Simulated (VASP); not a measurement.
Lu, 1 atom in the cell. It takes space group Im-3m (No. 229, cubic). The conventional cell has a = 3.890 Å, b = 3.890 Å, c = 3.890 Å, α = 90.00°, β = 90.00°, γ = 90.00°. Lu (site symmetry m-3m) has 14 Lu at 3.37 to 3.89 Å within 4.4 Å. This isn't the form of Lu at room conditions, which is hcp.

| Quantity | Value |
| --- | --- |
| Program | VASP 6.6.1 |
| Task | relaxation of cell and atoms |
| Functional | r2SCAN |
| Potentials or basis | VASP PAW PBE potentials, release 64 (Lu) |
| Cutoff | 660 eV |
| k mesh | 8 × 8 × 8 |
| Occupations | methfessel-paxton, width 0.05 eV |
| Spin | no spin polarisation |
| Target pressure | 20 GPa |
| Dipole correction | no |
| Further INCAR settings | ALGO = Normal; EDIFF = 1e-07; IBRION = 2; EDIFFG = -0.02; NSW = 80; ISIF = 3 |

Potentials or basis: VASP PAW PBE potentials, release 64 (Lu).

The run is started by

```bash
$ cat potpaw_PBE.64/Lu/POTCAR > POTCAR
$ cp INCAR.step1 INCAR
$ mpirun -np 1 vasp_std > vasp.out
$ cp INCAR.step2 INCAR
$ mpirun -np 1 vasp_std > vasp.out
```

Hardware: 1 thread of Intel(R) Xeon(R) Platinum 8488C (Sapphire Rapids), with other jobs on the host.

**Question.** Estimate the wall time of this run.

**Answer.** Wall time 26 min on 1 thread of Intel(R) Xeon(R) Platinum 8488C (Sapphire Rapids), with other jobs on the host, peak memory 0.21 GiB. Counts: k points 29, ion steps 8.
